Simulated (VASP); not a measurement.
**ZrAl2: single point with PBE**

ZrAl2:

```xyz
24
Lattice="8.4594 0.8718 0.9109 0.9345 7.3816 0.5930 0.9015 0.5524 7.3981" Properties=species:S:1:pos:R:3 pbc="T T T"
Al    4.0272    2.4888    1.3500
Al    2.4768    2.0146    3.6922
Al    6.8096    2.9246    1.9088
Al    4.7493    6.6048    5.1335
Al    6.1142    3.7986    6.5114
Al   10.0330    7.9929    1.3018
Al    6.5016    6.1639    3.2282
Al    8.2284    3.8374    4.0601
Al    1.9586    4.7734    2.7604
Al    6.8446    1.7420    5.0981
Al    8.7447    3.2481    6.7428
Al    2.2563    4.1257    5.4364
Al    2.3024    2.7520    8.3578
Al    5.0647    1.2222    3.2973
Al    8.7323    7.7975    3.5396
Al    5.5291    5.3901    0.9843
Zr    1.9152    7.0223    5.0785
Zr    7.6893    6.1465    5.8390
Zr    4.6888    4.0719    3.8256
Zr    4.1201    1.5785    6.2455
Zr    3.7548    7.1770    2.4091
Zr    3.9300    5.2933    7.4252
Zr    7.9119    8.5072    8.4373
Zr    8.4350    5.3337    1.3088
```

```yaml
Program: VASP 6.6.1
Task: single point
Functional: PBE
Potentials_or_basis: VASP PAW PBE potentials, release 64 (Al, Zr_sv)
Cutoff: 520 eV
k_mesh: 2 × 2 × 2, shifted
Occupations: gaussian, width 0.1 eV
Spin: no spin polarisation
Dipole_correction: no
Further_INCAR_settings: LREAL = Auto; ALGO = Normal; EDIFF = 1e-06; NBANDS = 90; ISYM = 0
```

```yaml
Pressure: 0.0 GPa
Largest_force: 0.016 eV/Å
```

Forces in eV/Å, atoms in the order of the input:
```
Al   0.001  0.002  0.009
Al   0.002  0.006  0.000
Al  -0.001 -0.001  0.006
Al   0.009  0.001 -0.003
Al  -0.003  0.005 -0.005
Al  -0.006  0.005  0.002
Al  -0.002 -0.001  0.007
Al   0.000 -0.001  0.000
Al   0.001 -0.004  0.003
Al   0.001 -0.004 -0.011
Al   0.004  0.005  0.003
Al  -0.005 -0.008 -0.003
Al  -0.004  0.005  0.004
Al   0.000 -0.003  0.004
Al  -0.001  0.002  0.003
Al   0.000 -0.008  0.001
Zr   0.009  0.013 -0.001
Zr   0.006  0.002 -0.004
Zr  -0.004  0.001  0.004
Zr  -0.003  0.000 -0.009
Zr  -0.014 -0.006 -0.001
Zr   0.005 -0.009  0.001
Zr   0.007  0.001 -0.005
Zr  -0.002 -0.006 -0.004
```

Levels at points of the mesh, in eV from the Fermi level:
```
           k point  band 69  band 70  band 71  band 72  band 73  band 74  band 75  band 76
(0.25, 0.25, 0.25)    -0.50    -0.40    -0.27    -0.05     0.19     0.27     0.51     0.59
```

It took 7.8 min on 1 thread of AMD EPYC 7R43 64-Core Processor (Zen 3), with other jobs on the host, peak memory 0.44 GiB.

Caveat: the k points lie up to 0.44 Å⁻¹ apart.
